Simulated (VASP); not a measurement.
A run of VASP 6.6.1:

File INCAR:

```
SYSTEM = Cu
  ALGO = Normal
  EDIFF = 1E-6
  ENCUT = 520
  GGA = PS
  ISIF = 2
  ISMEAR = -1
  LASPH = .TRUE.
  LCHARG = .FALSE.
  LREAL = .FALSE.
  LWAVE = .FALSE.
  NBANDS = 18
  NELM = 80
  PREC = Accurate
  SIGMA = 0.05
```

The input KPOINTS:

```
k-points
0
G
  12 12 7
  0 0 0
```

Contents of POSCAR:

```
Cu
1.0
    2.4793062768      0.0000000000      0.0000000000
   -1.2396531384      2.1471422195      0.0000000000
    0.0000000000      0.0000000000      4.0393711963
Cu
2
Direct
    0.6666666667      0.3333333333      0.7500000000
    0.3333333333      0.6666666667      0.2500000000
```

Potentials or basis: VASP PAW PBE potentials, release 64 (Cu).

Run with:

```bash
$ cat potpaw_PBE.64/Cu/POTCAR > POTCAR
$ mpirun -np 1 vasp_std > vasp.out
```

Hardware: 1 thread of Intel Xeon 8259CL (shared host).

Task: Estimate the wall time of this run.

Result: Wall time 36 s on 1 thread of Intel Xeon 8259CL (shared host), peak memory 0.14 GiB. Counts: scf iterations 12, k points 76.
